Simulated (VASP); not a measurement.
TiB2, 3 atoms in the cell. Symmetry: P6/mmm, No. 191, hexagonal system. Conventional cell: a = 3.047 Å, b = 3.047 Å, c = 3.217 Å, α = 90.00°, β = 90.00°, γ = 120.00°. Within 3.1 Å of Ti (site symmetry 6/mmm) lie 12 B at 2.38 Å and 6 Ti at 3.05 Å. Within 2.3 Å of B (site symmetry -6m2) lie 3 B at 1.76 Å.  This cell differs from its parent crystal: volume scaled by 1.03.

```yaml
Program: VASP 6.6.1
Task: relaxation of shape and atoms at fixed volume
Functional: PBEsol
Potentials_or_basis: VASP PAW PBE potentials, release 64 (Ti_sv, B)
Cutoff: 600 eV
k_mesh: 18 × 18 × 14
Occupations: gaussian, width 0.1 eV
Spin: no spin polarisation
Dipole_correction: no
Further_INCAR_settings: ALGO = Normal; EDIFF = 1e-06; IBRION = 2; EDIFFG = -0.01; NSW = 50; ISIF = 4
```

Potentials or basis: VASP PAW PBE potentials, release 64 (Ti_sv, B).

Command:

```sh
$ cat potpaw_PBE.64/Ti_sv/POTCAR potpaw_PBE.64/B/POTCAR > POTCAR
$ mpirun -np 1 vasp_std > vasp.out
```

Hardware: 1 thread of Intel Xeon 6975P-C, with other jobs on the host.

Q: How long does it take, and how much memory?

A: It took 89 s on 1 thread of Intel Xeon 6975P-C (shared host), peak memory 0.25 GiB. Counts: scf iterations 20, k points 296, ion steps 2.
